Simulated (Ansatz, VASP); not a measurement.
# BiTe in VASP and in Ansatz

File INCAR:

```
  ALGO = Normal
  EDIFF = 1E-7
  ENCUT = 520
  GGA = PE
  ISIF = 2
  ISMEAR = 0
  LASPH = True
  LCHARG = False
  LREAL = False
  LWAVE = False
  NBANDS = 18
  NELM = 80
  PREC = Accurate
  SIGMA = 0.15
```

KPOINTS

```
k-points
0
Gamma
  12 12 12
```

POSCAR

```
BiTe
1.0
    2.3621400785      1.3637822102      3.3172919545
   -2.3621400785      1.3637822102      3.3172919545
    0.0000000000     -2.7275644204      3.3172919545
Bi Te
1 1
Direct
    0.5000000000      0.5000000000      0.5000000000
    0.0000000000      0.0000000000      0.0000000000
```

Input for Ansatz:

```yaml
crystal:
  lattice:
    - [2.3621400785, 1.3637822102, 3.3172919545]
    - [-2.3621400785, 1.3637822102, 3.3172919545]
    - [0.0, -2.7275644204, 3.3172919545]
  atoms:
    - { symbol: Bi, position: [0.5, 0.5, 0.5] }
    - { symbol: Te, position: [0.0, 0.0, 0.0] }
basis:
  ecutwfc: 420
kpoints:
  mp_grid: { grid: [12, 12, 12] }
hamiltonian:
  xc: pbe
scf:
  occupations: { method: gaussian, width: 0.15 }
output:
  forces: true
  stress: true
  eigenvalues: true
```

Change from the starting cell: strain -0.025 along x and y, +0.000 along z, atoms carried along.

Alike in both runs: task single point; functional PBE; k mesh 12 × 12 × 12; occupations gaussian, width 0.15 eV; no spin polarisation.

|  | VASP | Ansatz |
| --- | --- | --- |
| version | VASP 6.6.1 | Ansatz 0.2.0 |
| potentials or method | VASP PAW PBE potentials, release 64 (Bi_d, Te), cutoff 520 eV | scalar-relativistic, plane waves, PAW |
| valence electrons in the cell | 21 | 31 |

Ansatz gave:

```
gap on the k mesh at the Fermi level (eV)                     : none
pressure (GPa)                                                : 3.0
traceless stress, the component that is largest in VASP (GPa) : -0.79
```

**Question.** Estimate VASP's values.

**Answer.** gap on the k mesh at the Fermi level (eV): none; pressure (GPa): 2.9; traceless stress, the component that is largest in VASP (GPa): -0.79.

A gap of «none» marks a metal or a gap that the smearing closes. VASP's potentials hold 21 valence electrons a cell and Ansatz's 31, so a difference there can come from the potentials and not from the codes.

Neither program's run includes spin-orbit coupling.
